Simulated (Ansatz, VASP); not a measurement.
## Two plane-wave programs on MgSnSb2

File INCAR:

```
  PREC = Accurate
  ENCUT = 520
  EDIFF = 1E-6
  ISMEAR = -1
  SIGMA = 0.02
  LREAL = F
  LASPH = T
  NELM = 80
  ALGO = Normal
  ISIF = 2
  LWAVE = F
  LCHARG = F
  GGA = PE
  NBANDS = 21
```

File KPOINTS:

```
regular mesh
0
Gamma
  6 6 4
```

File POSCAR:

```
MgSnSb2
1.0
    4.6004806803      0.0000000000      0.0000000000
    0.0000000000      4.6004806803      0.0000000000
    0.0000000000      0.0000000000      6.5552380318
Mg Sb Sn
1 2 1
Direct
    0.0000000000      0.0000000000      0.0000000000
    0.0000000000      0.5000000000      0.2428810204
    0.5000000000      0.0000000000      0.7571189796
    0.5000000000      0.5000000000      0.5000000000
```

Input for Ansatz:

```yaml
crystal:
  lattice:
    - [4.6004806803, 0.0, 0.0]
    - [0.0, 4.6004806803, 0.0]
    - [0.0, 0.0, 6.5552380318]
  atoms:
    - { symbol: Mg, position: [0.0, 0.0, 0.0] }
    - { symbol: Sb, position: [0.0, 0.5, 0.2428810204] }
    - { symbol: Sn, position: [0.5, 0.5, 0.5] }
    - { symbol: Sb, position: [0.5, 0.0, 0.7571189796] }
kpoints:
  mp_grid: { grid: [6, 6, 4] }
  band_path:
    path:
      - [[0.0, 0.0, 0.0], [1.13809426971e-68, 0.5, 1.852777283831e-34], [0.5, 0.5, -1.359212428186e-18], [0.0, 0.0, 0.0], [3.026794096459e-35, 8.53494136763e-52, 0.5], [3.026794096459e-35, 0.5, 0.5], [0.5, 0.5, 0.5], [3.026794096459e-35, 8.53494136763e-52, 0.5]]
      - [[1.13809426971e-68, 0.5, 1.852777283831e-34], [3.026794096459e-35, 0.5, 0.5]]
      - [[0.5, 0.5, -1.359212428186e-18], [0.5, 0.5, 0.5]]
    npoints: 10
hamiltonian:
  xc: pbe
scf:
  occupations: { method: fermi_dirac, width: 0.02 }
  n_extra_bands: 5
output:
  forces: true
  stress: true
  eigenvalues: true
  write_density: true
  write_potential: true
  elf: true
  volumetric_format: npy
```

Alike in both runs: task single point; functional PBE; k mesh 6 × 6 × 4; occupations fermi-dirac, width 0.02 eV; no spin polarisation.

```csv
,VASP,Ansatz
version,VASP 6.6.1,Ansatz 0.2.0
potentials or method,"VASP PAW PBE potentials, release 64 (Mg, Sb, Sn_d)","plane waves, PAW"
plane-wave cutoff (eV),520,420
valence electrons in the cell,26,54
```

Ansatz gave:

* pressure (GPa): 1.2
* rms of the force components (eV/Å): 0.048

Problem. What did VASP give for the same quantities?

Solution. Pressure (GPa): 1.2; rms of the force components (eV/Å): 0.052.

The functional is the same, so the differences come from potentials, cutoffs and numerics. VASP's potentials hold 26 valence electrons a cell and Ansatz's 54, so a difference there can come from the potentials and not from the codes.

Neither program's run includes spin-orbit coupling.
